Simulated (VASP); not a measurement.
# Ge (Im-3m) in VASP: a series of runs

Ge is run at these levels: BLYP; tasks: single point.

Program: VASP 6.6.1. These are calculated values, not measurements. Logs are shortened: lines on timing, memory, paths and dates and some standing lists are left out, and cuts for length are marked.

**1. The cell of the first run**

Symmetry: Im-3m, No. 229, cubic system. The conventional cell has a = 3.506 Å, b = 3.506 Å, c = 3.506 Å, α = 90.00°, β = 90.00°, γ = 90.00°. Within 4.0 Å of Ge (site symmetry m-3m) lie 14 Ge at 3.04 to 3.51 Å.

**2. Single point, BLYP**

INCAR

```
SYSTEM = Ge
  PREC = Accurate
  ENCUT = 520
  EDIFF = 1E-6
  ISMEAR = -1
  SIGMA = 0.1
  LREAL = .False.
  LASPH = .True.
  NELM = 80
  ALGO = Normal
  ISIF = 2
  LWAVE = .False.
  LCHARG = .False.
  GGA = B5
  ALDAX = 1.0
  AGGAX = 1.0
  AGGAC = 1.0
  ALDAC = 0.0
  NBANDS = 13
```

KPOINTS

```
Automatic mesh
0
Gamma
  13 13 13
  0 0 0
```

POSCAR

```
Ge
1.0
   -1.7529332526      1.7529332526      1.7529332526
    1.7529332526     -1.7529332526      1.7529332526
    1.7529332526      1.7529332526     -1.7529332526
Ge
1
Direct
    0.0000000000      0.0000000000      0.0000000000
```

Potentials or basis: VASP PAW PBE potentials, release 64 (Ge_d).

Started as:

```
cat potpaw_PBE.64/Ge_d/POTCAR > POTCAR
mpirun -np 1 vasp_std > vasp.out
```

OUTCAR:

```text
SYSTEM = Ge
   PREC = Accurate
   ENCUT = 520
   EDIFF = 1E-6
   ISMEAR = -1
   LREAL = .False.
   LASPH = .True.
   NELM = 80
   ISIF = 2
   GGA = B5

 ion  position               nearest neighbor table
   1  0.000  0.000  0.000-

  LATTYP: Found a body centered cubic cell.
 ALAT       =     3.5058665052

  Lattice vectors:

 A1 = (  -1.7529332526,   1.7529332526,   1.7529332526)
 A2 = (   1.7529332526,  -1.7529332526,   1.7529332526)
 A3 = (   1.7529332526,   1.7529332526,  -1.7529332526)

Analysis of symmetry for initial positions (statically):
=====================================================================
 Subroutine PRICEL returns:
 Original cell was already a primitive cell.

 Routine SETGRP: Setting up the symmetry group for a
 body centered cubic supercell.

 Subroutine GETGRP returns: Found 48 space group operations
 (whereof 48 operations were pure point group operations)
 out of a pool of 48 trial point group operations.

The static configuration has the point symmetry O_h .

Analysis of symmetry for dynamics (positions and initial velocities):
=====================================================================
 Subroutine PRICEL returns:
 Original cell was already a primitive cell.

 Routine SETGRP: Setting up the symmetry group for a
 body centered cubic supercell.

 Subroutine GETGRP returns: Found 48 space group operations
 (whereof 48 operations were pure point group operations)
 out of a pool of 48 trial point group operations.

The dynamic configuration has the point symmetry O_h .

 Subroutine INISYM returns: Found 48 space group operations
 (whereof 48 operations are pure point group operations),
 and found     1 'primitive' translations

----------------------------------------------------------------------------------------

                                     Primitive cell

  volume of cell :      21.5455

  direct lattice vectors                    reciprocal lattice vectors
    -1.752933253  1.752933253  1.752933253     0.000000000  0.285236189  0.285236189
     1.752933253 -1.752933253  1.752933253     0.285236189  0.000000000  0.285236189
     1.752933253  1.752933253 -1.752933253     0.285236189  0.285236189  0.000000000

  length of vectors
     3.036169456  3.036169456  3.036169456     0.403384887  0.403384887  0.403384887

  position of ions in fractional coordinates (direct lattice)
     0.000000000  0.000000000  0.000000000

  ion indices of the primitive-cell ions
   primitive index   ion index
                 1           1

----------------------------------------------------------------------------------------

 KPOINTS: Automatic mesh

Automatic generation of k-mesh.
 Grid dimensions read from file:
 generate k-points for:   13   13   13

 Generating k-lattice:

  Cartesian coordinates                     Fractional coordinates (reciprocal lattice)
     0.000000000  0.021941245  0.021941245     0.076923077  0.000000000  0.000000000
     0.021941245  0.000000000  0.021941245     0.000000000  0.076923077  0.000000000
     0.021941245  0.021941245  0.000000000     0.000000000  0.000000000  0.076923077

  Length of vectors
     0.031029607  0.031029607  0.031029607

  Shift w.r.t. Gamma in fractional coordinates (k-lattice)
     0.000000000  0.000000000  0.000000000

 Subroutine IBZKPT returns following result:
 ===========================================

 Found     84 irreducible k-points:

 Following reciprocal coordinates:
            Coordinates               Weight
  0.000000  0.000000  0.000000      1.000000
  0.076923  0.000000  0.000000     12.000000
  0.153846  0.000000  0.000000     12.000000
  0.230769  0.000000  0.000000     12.000000
  0.307692  0.000000  0.000000     12.000000
  0.384615  0.000000  0.000000     12.000000
[... 16 lines left out ...]
  0.153846  0.076923  0.076923     24.000000
  0.230769  0.076923  0.076923     24.000000
 [... further k-points ...]
   k-points           NKPTS =     84   k-points in BZ     NKDIM =     84   number of bands    NBANDS=     13
   number of dos      NEDOS =    301   number of ions     NIONS =      1
   total plane-waves  NPLWV =  13824
   dimension x,y,z NGX =    24 NGY =   24 NGZ =   24
   dimension x,y,z NGXF=    48 NGYF=   48 NGZF=   48
   ions per type =               1
   NGX,Y,Z   is equivalent  to a cutoff of  13.14, 13.14, 13.14 a.u.
   NGXF,Y,Z  is equivalent  to a cutoff of  26.28, 26.28, 26.28 a.u.
 SYSTEM =  Ge
   PREC   = accura    normal or accurate (medium, high low for compatibility)
   ISTART =      0    job   : 0-new  1-cont  2-samecut
   ICHARG =      2    charge: 1-file 2-atom 10-const
   ISPIN  =      1    spin polarized calculation?
   LNONCOLLINEAR =      F non collinear calculations
   LSORBIT =      F    spin-orbit coupling
   LASPH  =      T    aspherical Exc in radial PAW
   ENCUT  =  520.0 eV  38.22 Ry    6.18 a.u.   5.65  5.65  5.65*2*pi/ulx,y,z
   NELM   =     80;   NELMIN=  2; NELMDL= -5     # of ELM steps
   EDIFF  = 0.1E-05   stopping-criterion for ELM
   LREAL  =      F    real-space projection
   EDIFFG = 0.1E-04   stopping-criterion for IOM
   NSW    =      0    number of steps for IOM
   IBRION =     -1    ionic relax: 0-MD 1-quasi-New 2-CG
   NFREE  =      0    steps in history (QN), initial steepest desc. (CG)
   ISIF   =      2    stress and relaxation
   ISYM   =      2    0-nonsym 1-usesym 2-fastsym
   POTIM  = 0.5000    time-step for ionic-motion
   TEBEG  =    0.0;   TEEND  =   0.0 temperature during run
   PSTRESS=    0.0 pullay stress
   NELECT =      14.0000    total number of electrons
   NUPDOWN=      -1.0000    fix difference up-down
   EMIN   =  10.00;   EMAX   =-10.00  energy-range for DOS
   EFERMI =   0.00;   METHOD = LEGACY
   ISMEAR =    -1;   SIGMA  =   0.10  broadening in eV -4-tet -1-fermi 0-gaus
   EFERMI_NEDOS =   21; number of points for ismear=-14 and -15
   IALGO  =     38    algorithm
   IMIX   =      4    mixing-type and parameters
     AMIX     =   0.40;   BMIX     =  1.00
     AMIX_MAG =   1.60;   BMIX_MAG =  1.00
  volume/ion in A,a.u.               =      21.55       145.40
  Fermi-wavevector in a.u.,A,eV,Ry     =   1.417965  2.679565 27.356205  2.010624
  Thomas-Fermi vector in A             =   2.539140
   LORBIT       =      0    0 simple, 1 ext, 2 COOP (PROOUT), +10 PAW based schemes
   GGA     = B5    functional components
   LHFCALC =     F    Hartree Fock is set to
   AEXX    =    0.0000 exact exchange contribution
   IVDW    =     0    specifies the selected vdW correction
   LEPSILON=     F    determine dielectric tensor
   LRPA    =     F    only Hartree local field effects (RPA)
 non-spin polarized calculation
  energy-cutoff  :      520.00
  volume of cell :       21.55
 maximum number of plane-waves:       603
   NGX = 11   NGY = 11   NGZ = 11

 number of electron      14.0000017 magnetization

 Free energy of the ion-electron system (eV)
  ---------------------------------------------------
  ext. energy  EPLUGINS =         0.00000000
  ---------------------------------------------------
  free energy    TOTEN  =        -3.33000845 eV

  energy without entropy =       -3.31159516  energy(sigma->0) =       -3.32080181

 E-fermi :   5.8548     XC(G=0): -10.0541

 val. band max:        5.8288910585   @ k =  -0.3077   0.4615   0.1538
 cond. band min:       5.8591546356   @ k =  -0.4615   0.4615   0.3846
 fundamental gap:      0.0302635771
 Fermi energy:         5.8548270338

 k-point     1 :       0.0000    0.0000    0.0000
  band No.  band energies     occupation
      1     -18.8304      2.00000
      2     -18.8304      2.00000
      3     -18.8304      2.00000
      4     -18.7708      2.00000
      5     -18.7708      2.00000
      6      -6.2440      2.00000
      7      13.4657      0.00000
      8      13.4657      0.00000
      9      13.4657      0.00000
     10      19.9398      0.00000
     11      19.9398      0.00000
     12      19.9398      0.00000
     13      21.6080      0.00000

 k-point     2 :       0.0769    0.0000    0.0000
  band No.  band energies     occupation
      1     -18.8315      2.00000
      2     -18.8287      2.00000
      3     -18.8251      2.00000
      4     -18.7721      2.00000
      5     -18.7710      2.00000
      6      -6.1054      2.00000
      7      12.4934      0.00000
      8      13.0478      0.00000
      9      13.3673      0.00000
     10      19.1686      0.00000
     11      19.2403      0.00000
     12      20.6269      0.00000
     13      21.2824      0.00000

 k-point     3 :       0.1538    0.0000    0.0000
  band No.  band energies     occupation
      1     -18.8345      2.00000
      2     -18.8244      2.00000
      3     -18.8103      2.00000
      4     -18.7751      2.00000
      5     -18.7715      2.00000
      6      -5.6907      2.00000
      7      10.3506      0.00000
      8      12.1478      0.00000
      9      13.0910      0.00000
     10      17.7786      0.00000
     11      17.9967      0.00000
     12      21.0022      0.00000
     13      21.5505      0.00000
[... 305 lines left out ...]
 k-point    23 :       0.1538    0.0769    0.0769
  band No.  band energies     occupation
      1     -18.8353      2.00000
      2     -18.8263      2.00000
      3     -18.7814      2.00000
      4     -18.7764      2.00000
      5     -18.7735      2.00000
      6      -4.7335      2.00000
      7       7.6526      0.00000
      8      10.2439      0.00000
      9      11.1478      0.00000
     10      18.1514      0.00000
     11      18.1679      0.00000
     12      22.1374      0.00000
     13      22.3845      0.00000

 k-point    24 :       0.2308    0.0769    0.0769
  band No.  band energies     occupation
      1     -18.8394      2.00000
      2     -18.8208      2.00000
      3     -18.7781      2.00000
      4     -18.7733      2.00000
      5     -18.7646      2.00000
      6      -3.7993      2.00000
      7       5.5644      1.89611
      8       9.0947      0.00000
      9      10.5519      0.00000
     10      17.6399      0.00000
     11      17.9990      0.00000
     12      22.4512      0.00000
     13      23.3017      0.00000

 [... further k-points ...]

------------------------ aborting loop because EDIFF is reached ----------------------------------------

  FORCE on cell =-STRESS in cart. coord.  units (eV):
  Direction    XX          YY          ZZ          XY          YZ          ZX
  --------------------------------------------------------------------------------------
  -------------------------------------------------------------------------------------
  Total       -0.0046016     -0.0046016     -0.0046016      0.0000000      0.0000000      0.0000000
  in kB       -0.3421858     -0.3421858     -0.3421858      0.0000000      0.0000000      0.0000000
  external PRESSURE =      -0.3421858 kB  Pullay stress =       0.0000000 kB

 VOLUME and BASIS-vectors are now :
 -----------------------------------------------------------------------------
  energy-cutoff  :      520.00
  volume of cell :       21.55
      direct lattice vectors                 reciprocal lattice vectors
    -1.752933253  1.752933253  1.752933253     0.000000000  0.285236189  0.285236189
     1.752933253 -1.752933253  1.752933253     0.285236189  0.000000000  0.285236189
     1.752933253  1.752933253 -1.752933253     0.285236189  0.285236189  0.000000000

 POSITION                                       TOTAL-FORCE (eV/Angst)
 -----------------------------------------------------------------------------------
      0.00000      0.00000      0.00000         0.000000     -0.000000      0.000000
 -----------------------------------------------------------------------------------
    total drift:                                0.000000      0.000000      0.000000

  FREE ENERGIE OF THE ION-ELECTRON SYSTEM (eV)
  ---------------------------------------------------
  free  energy   TOTEN  =        -3.3300084503 eV

  energy  without entropy=       -3.3115951630  energy(sigma->0) =       -3.32080181
```

Wall time 46 s (1 thread of AMD EPYC 7R43 (Zen 3), shared host); peak memory 0.11 GiB.

What came out:

```
Free energy            : -3.3300 eV
Pressure               : 0.0 GPa
Band gap on the k mesh : zero (band 7 reaches 13.47 eV, above the bottom of band 8 at 3.57 eV)
```

Caveat: the PAW data sets were made with another functional, which shifts forces and pressure a little.

**3. Single point, BLYP (volume scaled by 0.88)**

INCAR

```
SYSTEM = Ge
PREC = Accurate
ENCUT = 520
EDIFF = 1E-6
ISMEAR = -1
SIGMA = 0.1
LREAL = .False.
LASPH = .True.
NELM = 100
ALGO = Normal
ISIF = 2
LWAVE = .False.
LCHARG = .True.
GGA = B5
ALDAX = 1.0
AGGAX = 1.0
AGGAC = 1.0
ALDAC = 0.0
LELF = .True.
LVHAR = .True.
NBANDS = 13
```

KPOINTS

```
Automatic mesh
0
Gamma
  14 14 14
  0 0 0
```

POSCAR

```
Ge
1.0
   -1.6798078389      1.6798078389      1.6798078389
    1.6798078389     -1.6798078389      1.6798078389
    1.6798078389      1.6798078389     -1.6798078389
Ge
1
Direct
    0.0000000000      0.0000000000      0.0000000000
```

Potentials or basis: VASP PAW PBE potentials, release 64 (Ge_d).

Started as:

```
cat potpaw_PBE.64/Ge_d/POTCAR > POTCAR
mpirun -np 1 vasp_std > vasp.out
```

It took 57 s on 1 thread of AMD EPYC 7R43 (Zen 3), shared host; peak memory 0.11 GiB.

The run converged. Its results:

```
Free energy            : -3.2753 eV
Pressure               : 7.6 GPa
Band gap on the k mesh : zero (band 7 reaches 16.00 eV, above the bottom of band 8 at 4.35 eV)
```

Levels at points of the mesh, in eV from the Fermi level:
```
           k point  band 5  band 6  band 7  band 8  band 9  band 10
(0.00, 0.00, 0.00)  -24.66  -13.10    8.82    8.82    8.82    14.99
(0.50, 0.00, 0.00)  -24.61   -7.58   -5.15    4.18    6.63     9.70
(0.50, 0.50, 0.50)  -24.63   -2.96   -0.49   -0.49   -0.49     4.79
```

Caveat: the PAW data sets were made with another functional, which shifts forces and pressure a little.

**4. Single point, BLYP (volume scaled by 0.92)**

INCAR

```
PREC = Accurate ; ENCUT = 520
EDIFF = 1E-7 ; ISMEAR = -1
SIGMA = 0.1 ; LREAL = False
LASPH = True ; NELM = 80
ALGO = Normal ; ISIF = 2
LWAVE = False ; LCHARG = False
GGA = B5 ; ALDAX = 1.0
AGGAX = 1.0 ; AGGAC = 1.0
ALDAC = 0.0 ; NBANDS = 13
```

KPOINTS

```
Automatic mesh
0
Gamma
  14 14 14
```

POSCAR

```
Ge
1.0
   -1.7048832946      1.7048832946      1.7048832946
    1.7048832946     -1.7048832946      1.7048832946
    1.7048832946      1.7048832946     -1.7048832946
Ge
1
Direct
    0.0000000000      0.0000000000      0.0000000000
```

Started as:

```
cat potpaw_PBE.64/Ge_d/POTCAR > POTCAR
mpirun -np 1 vasp_std > vasp.out
```

It took 58 s on 1 thread of AMD EPYC 7R43 (Zen 3), shared host; peak memory 0.11 GiB.

It converged, with:

- Free energy: -3.3081 eV
- Pressure: 4.5 GPa
- Band gap on the k mesh: zero (band 7 reaches 15.08 eV, above the bottom of band 8 at 4.04 eV)

Levels at points of the mesh, in eV from the Fermi level:
```tsv
k point	band 5	band 6	band 7	band 8	band 9	band 10
(0.00, 0.00, 0.00)	-24.65	-12.74	8.38	8.38	8.38	14.66
(0.50, 0.00, 0.00)	-24.61	-7.53	-4.90	4.00	6.39	9.43
(0.50, 0.50, 0.50)	-24.62	-3.24	-0.44	-0.44	-0.44	4.84
```

Caveat: the PAW data sets were made with another functional, which shifts forces and pressure a little.

(Part 1 of 2 ends here.)
